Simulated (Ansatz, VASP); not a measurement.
## CdS: VASP beside Ansatz

```
Cd S
1.0
     0.00000    2.75324    2.75324
     2.75324    0.00000    2.75324
     2.75324    2.75324    0.00000
Cd S
1 1
Direct
  0.00000 0.00000 0.00000
  0.50000 0.50000 0.50000
```

Alike in both runs: task single point; functional PBE; k mesh 8 × 8 × 8; occupations gaussian, width 0.015 eV; no spin polarisation.

|  | VASP | Ansatz |
| --- | --- | --- |
| version | VASP 6.6.1 | Ansatz 0.2.0 |
| potentials or method | VASP PAW PBE potentials, release 64 (Cd, S) | Ansatz PAW |
| plane-wave cutoff (eV) | 520 | 420 |
| valence electrons in the cell | 18 | 26 |

Ansatz gave:

| Property | Result |
| --- | --- |
| gap on the k mesh at the Fermi level (eV) | 0.26 |
| least direct gap on the mesh (eV) | 1.55 |
| pressure (GPa) | -0.4 |

Task: What did VASP give for the same quantities?

Result: gap on the k mesh at the Fermi level (eV): 0.25; least direct gap on the mesh (eV): 1.53; pressure (GPa): -0.1.

VASP's potentials hold 18 valence electrons a cell and Ansatz's 26, so a difference there can come from the potentials and not from the codes.
